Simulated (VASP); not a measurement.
The system is Al.

```
Al
1.0
     2.81246    0.00000    0.00000
    -1.40623    2.43566    0.00000
     0.00000    0.00000    4.86685
Al
2
Direct
  0.66667 0.33333 0.75000
  0.33333 0.66667 0.25000
```

```yaml
Program: VASP 6.6.1
Task: relaxation of cell and atoms
Functional: BLYP
Dispersion: D3(BJ)
Potentials_or_basis: VASP PAW PBE potentials, release 64 (Al)
Cutoff: 600 eV
k_mesh: 7 × 7 × 4
Occupations: fermi-dirac, width 0.3 eV
Spin: no spin polarisation
```

At the start: pressure -3.3 GPa; volume 16.67 Å³/atom.

Problem. How do energy, volume and symmetry change on relaxing?

Solution. Over 8 steps the energy falls by 14.3 meV/atom and the volume is 15.83 Å³/atom (-5.1 %); space group P6_3/mmc (No. 194, to 0.05 Å).

Step by step:
| step | energy change (eV) | largest force (eV/Å) | pressure (GPa) | volume (Å³) |
| --- | --- | --- | --- | --- |
| 1 | 0.0000 | 0.0000 | -3.34 | 33.34 |
| 2 | -0.0210 | 0.0000 | -0.11 | 31.69 |
| 3 | -0.0212 | 0.0000 | 0.23 | 31.54 |
| 4 | -0.0237 | 0.0000 | 0.21 | 31.53 |
| 5 | -0.0280 | 0.0000 | 0.27 | 31.51 |
| 6 | -0.0284 | 0.0000 | 0.35 | 31.49 |
| 7 | -0.0284 | 0.0000 | -0.32 | 31.79 |
| 8 | -0.0286 | 0.0000 | -0.01 | 31.65 |

Final structure:
```
Al
1.0
     2.82427    0.00000    0.00000
    -1.41213    2.44589    0.00000
     0.00000    0.00000    4.58183
Al
2
Cartesian
  1.4121 0.8153 3.4364
  0.0000 1.6306 1.1455
```

Caveat: the k points lie up to 0.37 Å⁻¹ apart in the final cell; the PAW data sets were made with another functional, which shifts forces and pressure a little; pairwise dispersion overbinds metals, which lowers pressure and volume.
